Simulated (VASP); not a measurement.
# SrTiO3 (Pmmm) in VASP: notebook, part 2 of 2

VASP 6.6.1. The steps go on from the part before.

## 3. Single point, PBE (strain +0.0750 x Voigt [1, -1, 0, 0, 0, 0])

Contents of INCAR:

```
SYSTEM = SrTiO3
ALGO = Normal
EDIFF = 1E-6
ENCUT = 520
GGA = PE
ISIF = 2
ISMEAR = 0
LASPH = .True.
LCHARG = .False.
LREAL = .False.
LWAVE = .False.
NBANDS = 28
NELM = 100
PREC = Accurate
SIGMA = 0.05
```

Contents of KPOINTS:

```
k-points
0
Gamma
  8 8 8
  0 0 0
```

Contents of POSCAR:

```
SrTiO3
1.0
    4.2316338344      0.0000000000      0.0000000000
    0.0000000000      3.6411732994      0.0000000000
    0.0000000000      0.0000000000      3.9364035669
Sr Ti O
1 1 3
Direct
    0.0000000000      0.0000000000      0.0000000000
    0.5000000000      0.5000000000      0.5000000000
    0.0000000000      0.5000000000      0.5000000000
    0.5000000000      0.0000000000      0.5000000000
    0.5000000000      0.5000000000      0.0000000000
```

Potentials or basis: VASP PAW PBE potentials, release 64 (Sr_sv, Ti_sv, O).

Started as:

```sh
cat potpaw_PBE.64/Sr_sv/POTCAR potpaw_PBE.64/Ti_sv/POTCAR potpaw_PBE.64/O/POTCAR > POTCAR
mpirun -np 1 vasp_std > vasp.out
```

OUTCAR:

```text
SYSTEM = SrTiO3
   EDIFF = 1E-6
   ENCUT = 520
   GGA = PE
   ISIF = 2
   ISMEAR = 0
   LASPH = .True.
   LREAL = .False.
   NELM = 100
   PREC = Accurate

 ion  position               nearest neighbor table
   1  0.000  0.000  0.000-   3 2.68   3 2.68   3 2.68   3 2.68   5 2.79   5 2.79   5 2.79   5 2.79
                             4 2.89   4 2.89   4 2.89   4 2.89   2 3.42   2 3.42   2 3.42   2 3.42
   2  0.500  0.500  0.500-   4 1.82   4 1.82   5 1.97   5 1.97   3 2.12   3 2.12   1 3.42   1 3.42
                             1 3.42   1 3.42   1 3.42   1 3.42   1 3.42   1 3.42
   3  0.000  0.500  0.500-   2 2.12   2 2.12   1 2.68   1 2.68   1 2.68   1 2.68
   4  0.500  0.000  0.500-   2 1.82   2 1.82   1 2.89   1 2.89   1 2.89   1 2.89
   5  0.500  0.500  0.000-   2 1.97   2 1.97   1 2.79   1 2.79   1 2.79   1 2.79

  LATTYP: Found a simple orthorhombic cell.
 ALAT       =     3.6411732994
 B/A-ratio  =     1.0810810811
 C/A-ratio  =     1.1621621622

  Lattice vectors:

 A1 = (   0.0000000000,   3.6411732994,   0.0000000000)
 A2 = (   0.0000000000,   0.0000000000,   3.9364035669)
 A3 = (   4.2316338344,   0.0000000000,   0.0000000000)

Analysis of symmetry for initial positions (statically):
=====================================================================
 Subroutine PRICEL returns:
 Original cell was already a primitive cell.

 Routine SETGRP: Setting up the symmetry group for a
 simple orthorhombic supercell.

 Subroutine GETGRP returns: Found  8 space group operations
 (whereof  8 operations were pure point group operations)
 out of a pool of  8 trial point group operations.

The static configuration has the point symmetry D_2h.

Analysis of symmetry for dynamics (positions and initial velocities):
=====================================================================
 Subroutine PRICEL returns:
 Original cell was already a primitive cell.

 Routine SETGRP: Setting up the symmetry group for a
 simple orthorhombic supercell.

 Subroutine GETGRP returns: Found  8 space group operations
 (whereof  8 operations were pure point group operations)
 out of a pool of  8 trial point group operations.

The dynamic configuration has the point symmetry D_2h.

 Subroutine INISYM returns: Found  8 space group operations
 (whereof  8 operations are pure point group operations),
 and found     1 'primitive' translations

----------------------------------------------------------------------------------------

                                     Primitive cell

  volume of cell :      60.6525

  direct lattice vectors                    reciprocal lattice vectors
     4.231633834  0.000000000  0.000000000     0.236315343  0.000000000  0.000000000
     0.000000000  3.641173299  0.000000000     0.000000000  0.274636750  0.000000000
     0.000000000  0.000000000  3.936403567     0.000000000  0.000000000  0.254038993

  length of vectors
     4.231633834  3.641173299  3.936403567     0.236315343  0.274636750  0.254038993

  position of ions in fractional coordinates (direct lattice)
     0.000000000  0.000000000  0.000000000
     0.500000000  0.500000000  0.500000000
     0.000000000  0.500000000  0.500000000
     0.500000000  0.000000000  0.500000000
     0.500000000  0.500000000  0.000000000

[... 25 lines left out ...]

  Shift w.r.t. Gamma in fractional coordinates (k-lattice)
     0.000000000  0.000000000  0.000000000

 Subroutine IBZKPT returns following result:
 ===========================================

 Found    125 irreducible k-points:

 Following reciprocal coordinates:
            Coordinates               Weight
  0.000000  0.000000  0.000000      1.000000
  0.125000  0.000000  0.000000      2.000000
  0.250000  0.000000  0.000000      2.000000
  0.375000  0.000000  0.000000      2.000000
  0.500000  0.000000  0.000000      1.000000
  0.000000  0.125000  0.000000      2.000000
[... 16 lines left out ...]
  0.250000  0.500000  0.000000      2.000000
  0.375000  0.500000  0.000000      2.000000
 [... further k-points ...]
   k-points           NKPTS =    125   k-points in BZ     NKDIM =    125   number of bands    NBANDS=     28
   number of dos      NEDOS =    301   number of ions     NIONS =      5
   total plane-waves  NPLWV =  26880
   dimension x,y,z NGX =    32 NGY =   28 NGZ =   30
   dimension x,y,z NGXF=    64 NGYF=   56 NGZF=   60
   ions per type =               1   1   3
   NGX,Y,Z   is equivalent  to a cutoff of  12.57, 12.78, 12.67 a.u.
   NGXF,Y,Z  is equivalent  to a cutoff of  25.14, 25.57, 25.34 a.u.
 SYSTEM =  SrTiO3
   PREC   = accura    normal or accurate (medium, high low for compatibility)
   ISTART =      0    job   : 0-new  1-cont  2-samecut
   ICHARG =      2    charge: 1-file 2-atom 10-const
   ISPIN  =      1    spin polarized calculation?
   LNONCOLLINEAR =      F non collinear calculations
   LSORBIT =      F    spin-orbit coupling
   LASPH  =      T    aspherical Exc in radial PAW
   ENCUT  =  520.0 eV  38.22 Ry    6.18 a.u.   7.87  6.77  7.32*2*pi/ulx,y,z
   NELM   =    100;   NELMIN=  2; NELMDL= -5     # of ELM steps
   EDIFF  = 0.1E-05   stopping-criterion for ELM
   LREAL  =      F    real-space projection
   EDIFFG = 0.1E-04   stopping-criterion for IOM
   NSW    =      0    number of steps for IOM
   IBRION =     -1    ionic relax: 0-MD 1-quasi-New 2-CG
   NFREE  =      0    steps in history (QN), initial steepest desc. (CG)
   ISIF   =      2    stress and relaxation
   ISYM   =      2    0-nonsym 1-usesym 2-fastsym
   POTIM  = 0.5000    time-step for ionic-motion
   TEBEG  =    0.0;   TEEND  =   0.0 temperature during run
   PSTRESS=    0.0 pullay stress
   NELECT =      40.0000    total number of electrons
   NUPDOWN=      -1.0000    fix difference up-down
   EMIN   =  10.00;   EMAX   =-10.00  energy-range for DOS
   EFERMI =   0.00;   METHOD = LEGACY
   ISMEAR =     0;   SIGMA  =   0.05  broadening in eV -4-tet -1-fermi 0-gaus
   EFERMI_NEDOS =   21; number of points for ismear=-14 and -15
   IALGO  =     38    algorithm
   IMIX   =      4    mixing-type and parameters
     AMIX     =   0.40;   BMIX     =  1.00
     AMIX_MAG =   1.60;   BMIX_MAG =  1.00
  volume/ion in A,a.u.               =      12.13        81.86
  Fermi-wavevector in a.u.,A,eV,Ry     =   1.424990  2.692841 27.627942  2.030596
  Thomas-Fermi vector in A             =   2.545422
   LORBIT       =      0    0 simple, 1 ext, 2 COOP (PROOUT), +10 PAW based schemes
   GGA     = PE    functional components
   LHFCALC =     F    Hartree Fock is set to
   AEXX    =    0.0000 exact exchange contribution
   IVDW    =     0    specifies the selected vdW correction
   LEPSILON=     F    determine dielectric tensor
   LRPA    =     F    only Hartree local field effects (RPA)
 non-spin polarized calculation
 Gauss-broadening in eV      SIGMA  =   0.05
  energy-cutoff  :      520.00
  volume of cell :       60.65
 maximum number of plane-waves:      1656
 NGX is ok and might be reduce to    32
   NGX = 15   NGY = 13   NGZ = 15

 number of electron      39.9999993 magnetization

 Free energy of the ion-electron system (eV)
  ---------------------------------------------------
  ext. energy  EPLUGINS =         0.00000000
  ---------------------------------------------------
  free energy    TOTEN  =       -39.59421495 eV

  energy without entropy =      -39.59421495  energy(sigma->0) =      -39.59421495

 E-fermi :   4.3391     XC(G=0): -11.1637

 val. band max:        4.1357867345   @ k =   0.5000   0.5000   0.5000
 cond. band min:       5.7434165738   @ k =   0.0000   0.0000   0.0000
 fundamental gap:      1.6076298393
 Fermi energy:         4.3391334643

 k-point     1 :       0.0000    0.0000    0.0000
  band No.  band energies     occupation
      1     -52.4614      2.00000
      2     -28.8228      2.00000
      3     -28.8067      2.00000
      4     -28.6829      2.00000
      5     -28.6797      2.00000
      6     -13.6469      2.00000
[... 733 lines left out ...]
     27      12.3876      0.00000
     28      12.7506      0.00000

 [... further k-points ...]
[... 5 lines left out ...]
  --------------------------------------------------------------------------------------
  -------------------------------------------------------------------------------------
  Total       -3.8414406     10.1831030      0.6615754      0.0000000      0.0000000      0.0000000
  in kB     -101.4742058    268.9934292     17.4759535      0.0000000      0.0000000      0.0000000
  external PRESSURE =      61.6650589 kB  Pullay stress =       0.0000000 kB

 VOLUME and BASIS-vectors are now :
 -----------------------------------------------------------------------------
  energy-cutoff  :      520.00
  volume of cell :       60.65
      direct lattice vectors                 reciprocal lattice vectors
     4.231633834  0.000000000  0.000000000     0.236315343  0.000000000  0.000000000
     0.000000000  3.641173299  0.000000000     0.000000000  0.274636750  0.000000000
     0.000000000  0.000000000  3.936403567     0.000000000  0.000000000  0.254038993

 POSITION                                       TOTAL-FORCE (eV/Angst)
 -----------------------------------------------------------------------------------
      0.00000      0.00000      0.00000         0.000000      0.000000      0.000000
      2.11582      1.82059      1.96820         0.000000      0.000000      0.000000
      0.00000      1.82059      1.96820         0.000000      0.000000      0.000000
      2.11582      0.00000      1.96820         0.000000      0.000000      0.000000
      2.11582      1.82059      0.00000         0.000000      0.000000      0.000000
 -----------------------------------------------------------------------------------
    total drift:                                0.000000     -0.000000     -0.000000

  FREE ENERGIE OF THE ION-ELECTRON SYSTEM (eV)
  ---------------------------------------------------
  free  energy   TOTEN  =       -39.5942149471 eV

  energy  without entropy=      -39.5942149471  energy(sigma->0) =      -39.59421495
```

Run time: 4 min. Hardware: 1 thread of AMD EPYC 7R43 (Zen 3), shared host; peak memory 0.29 GiB.

Results:

| Quantity | Value |
| --- | --- |
| Free energy | -39.5942 eV |
| Pressure | 6.2 GPa |
| Band gap on the k mesh | 1.61 eV, indirect (least direct gap 1.98 eV) |

Levels at points of the mesh, in eV from the valence-band top:
| k point | band 16 | band 17 | band 18 | band 19 | band 20 | band 21 | band 22 | band 23 | band 24 | band 25 |
| --- | --- | --- | --- | --- | --- | --- | --- | --- | --- | --- |
| (0.00, 0.00, 0.00) | -1.21 | -0.95 | -0.54 | -0.48 | -0.38 | 1.61 | 1.76 | 1.86 | 3.50 | 4.45 |
| (0.50, 0.00, 0.00) | -2.02 | -1.81 | -1.64 | -0.75 | -0.69 | 1.95 | 2.99 | 3.01 | 4.47 | 5.90 |
| (0.00, 0.50, 0.00) | -2.73 | -2.42 | -2.09 | -1.00 | -0.87 | 1.88 | 3.64 | 4.37 | 4.41 | 6.66 |
| (0.50, 0.50, 0.00) | -2.57 | -1.81 | -1.68 | -1.67 | -0.54 | 3.02 | 4.41 | 4.44 | 4.91 | 7.28 |
| (0.00, 0.00, 0.50) | -2.36 | -2.20 | -2.07 | -0.84 | -0.81 | 1.90 | 3.57 | 3.62 | 3.81 | 6.66 |
| (0.50, 0.00, 0.50) | -2.20 | -2.17 | -2.11 | -1.65 | -0.53 | 3.02 | 3.61 | 3.73 | 5.75 | 7.21 |
| (0.00, 0.50, 0.50) | -3.10 | -1.83 | -1.33 | -1.29 | -0.09 | 3.59 | 4.32 | 4.38 | 4.63 | 7.90 |
| (0.50, 0.50, 0.50) | -3.53 | -3.26 | -0.30 | -0.25 | 0.00 | 3.96 | 4.58 | 4.79 | 6.37 | 6.46 |

Caveat: the cell differs from its parent crystal (strain +0.0750 x Voigt [1, -1, 0, 0, 0, 0]). A k mesh can miss the band edges.

## 4. Single point, PBE (strain -0.0500 x Voigt [1, -1, 0, 0, 0, 0])

Contents of INCAR:

```
SYSTEM = SrTiO3
  ALGO = Normal
  EDIFF = 1E-6
  ENCUT = 520
  GGA = PE
  ISIF = 2
  ISMEAR = 0
  LASPH = .True.
  LCHARG = .False.
  LREAL = .False.
  LWAVE = .False.
  NBANDS = 28
  NELM = 80
  PREC = Accurate
  SIGMA = 0.05
```

KPOINTS is that of step 3.

Edit POSCAR of step 3 so:

```diff
@@ -2,4 +2,4 @@
 1.0
-    4.2316338344      0.0000000000      0.0000000000
-    0.0000000000      3.6411732994      0.0000000000
+    3.7395833886      0.0000000000      0.0000000000
+    0.0000000000      4.1332237452      0.0000000000
     0.0000000000      0.0000000000      3.9364035669
```

Started as:

```sh
cat potpaw_PBE.64/Sr_sv/POTCAR potpaw_PBE.64/Ti_sv/POTCAR potpaw_PBE.64/O/POTCAR > POTCAR
mpirun -np 1 vasp_std > vasp.out
```

Run time: 4.7 min. Hardware: 1 thread of AMD EPYC 7R43 (Zen 3), shared host; peak memory 0.29 GiB.

Results (log left out):

- Free energy: -39.8865 eV
- Pressure: 3.1 GPa
- Band gap on the k mesh: 1.65 eV, indirect (least direct gap 2.06 eV)

Stress tensor (GPa, compression positive):
```
15.62  0.00  0.00
 0.00 -7.53  0.00
 0.00  0.00  1.15
```

Levels at points of the mesh, in eV from the valence-band top:
```
           k point  band 16  band 17  band 18  band 19  band 20  band 21  band 22  band 23  band 24  band 25
(0.00, 0.00, 0.00)    -1.20    -1.03    -0.49    -0.46    -0.40     1.65     1.75     1.82     3.70     4.36
(0.50, 0.00, 0.00)    -2.75    -2.42    -2.03    -0.92    -0.84     1.88     3.78     4.08     4.10     6.50
(0.00, 0.50, 0.00)    -1.99    -1.96    -1.85    -0.76    -0.74     1.93     3.17     3.18     4.36     5.98
(0.50, 0.50, 0.00)    -2.61    -1.81    -1.65    -1.64    -0.34     3.19     4.10     4.22     4.96     7.47
(0.00, 0.00, 0.50)    -2.46    -2.26    -2.02    -0.84    -0.79     1.90     3.57     3.61     3.95     6.42
(0.50, 0.00, 0.50)    -3.01    -1.83    -1.40    -1.38    -0.08     3.59     4.09     4.39     4.53     7.85
(0.00, 0.50, 0.50)    -2.39    -1.96    -1.93    -1.74    -0.38     3.19     3.61     3.81     5.53     7.38
(0.50, 0.50, 0.50)    -3.72    -3.39    -0.21    -0.15     0.00     4.03     4.39     4.57     6.52     6.64
```

Caveat: the cell differs from its parent crystal (strain -0.0500 x Voigt [1, -1, 0, 0, 0, 0]).

## 5. Single point, PBE (strain +0.0625 x Voigt [1, -1, 0, 0, 0, 0])

Contents of INCAR:

```
PREC = Accurate
ENCUT = 520
EDIFF = 1E-6
ISMEAR = 0
SIGMA = 0.05
LREAL = False
LASPH = True
NELM = 80
ALGO = Normal
ISIF = 2
LWAVE = False
LCHARG = False
GGA = PE
NBANDS = 28
```

Contents of KPOINTS:

```
regular mesh
0
Gamma
  8 8 8
```

Edit POSCAR of step 4 so:

```diff
@@ -2,4 +2,4 @@
 1.0
-    3.7395833886      0.0000000000      0.0000000000
-    0.0000000000      4.1332237452      0.0000000000
+    4.1824287898      0.0000000000      0.0000000000
+    0.0000000000      3.6903783440      0.0000000000
     0.0000000000      0.0000000000      3.9364035669
```

Started as:

```sh
cat potpaw_PBE.64/Sr_sv/POTCAR potpaw_PBE.64/Ti_sv/POTCAR potpaw_PBE.64/O/POTCAR > POTCAR
mpirun -np 1 vasp_std > vasp.out
```

It took 3.9 min on 1 thread of AMD EPYC 7R43 (Zen 3), shared host; peak memory 0.29 GiB.

The run converged. Its results:

```
Free energy            : -39.7579 eV
Pressure               : 4.4 GPa
Band gap on the k mesh : 1.63 eV, indirect (least direct gap 2.02 eV)
```

Stress tensor (GPa, compression positive):
```
-8.94  0.00  0.00
 0.00 20.87  0.00
 0.00  0.00  1.41
```

Levels at points of the mesh, in eV from the valence-band top:
| k point | band 17 | band 18 | band 19 | band 20 | band 21 | band 22 | band 23 | band 24 |
| --- | --- | --- | --- | --- | --- | --- | --- | --- |
| (0.00, 0.00, 0.00) | -0.99 | -0.52 | -0.47 | -0.39 | 1.63 | 1.75 | 1.84 | 3.60 |
| (0.50, 0.00, 0.00) | -1.88 | -1.75 | -0.76 | -0.72 | 1.94 | 3.08 | 3.09 | 4.42 |
| (0.00, 0.50, 0.00) | -2.42 | -2.06 | -0.96 | -0.86 | 1.88 | 3.71 | 4.22 | 4.25 |
| (0.50, 0.50, 0.00) | -1.82 | -1.67 | -1.65 | -0.43 | 3.10 | 4.25 | 4.31 | 4.94 |
| (0.00, 0.00, 0.50) | -2.24 | -2.05 | -0.85 | -0.80 | 1.90 | 3.56 | 3.61 | 3.88 |
| (0.50, 0.00, 0.50) | -2.07 | -2.02 | -1.70 | -0.46 | 3.10 | 3.61 | 3.77 | 5.65 |
| (0.00, 0.50, 0.50) | -1.83 | -1.36 | -1.34 | -0.08 | 3.59 | 4.23 | 4.42 | 4.50 |
| (0.50, 0.50, 0.50) | -3.32 | -0.26 | -0.20 | 0.00 | 3.99 | 4.47 | 4.67 | 6.44 |

Caveat: the cell differs from its parent crystal (strain +0.0625 x Voigt [1, -1, 0, 0, 0, 0]).

## 6. The runs side by side

| cell | gap on the mesh (eV) | pressure (GPa) |
| --- | --- | --- |
| a = 4.281, b = 3.592, c = 3.936 Å, 5 atoms | 1.59 | 8.2 |
| a = 4.232, b = 3.641, c = 3.936 Å, 5 atoms | 1.61 | 6.2 |
| a = 3.740, b = 4.133, c = 3.936 Å, 5 atoms | 1.65 | 3.1 |
| a = 4.182, b = 3.690, c = 3.936 Å, 5 atoms | 1.63 | 4.4 |

Alike in all rows: task single point; level PBE; potentials or basis VASP PAW PBE potentials, release 64 (Sr_sv, Ti_sv, O); no spin polarisation; k mesh 8 × 8 × 8; cutoff (eV) 520; smearing gaussian 0.05 eV.

Total energies depend on the potentials used, so only differences within one code and one set of settings carry meaning.
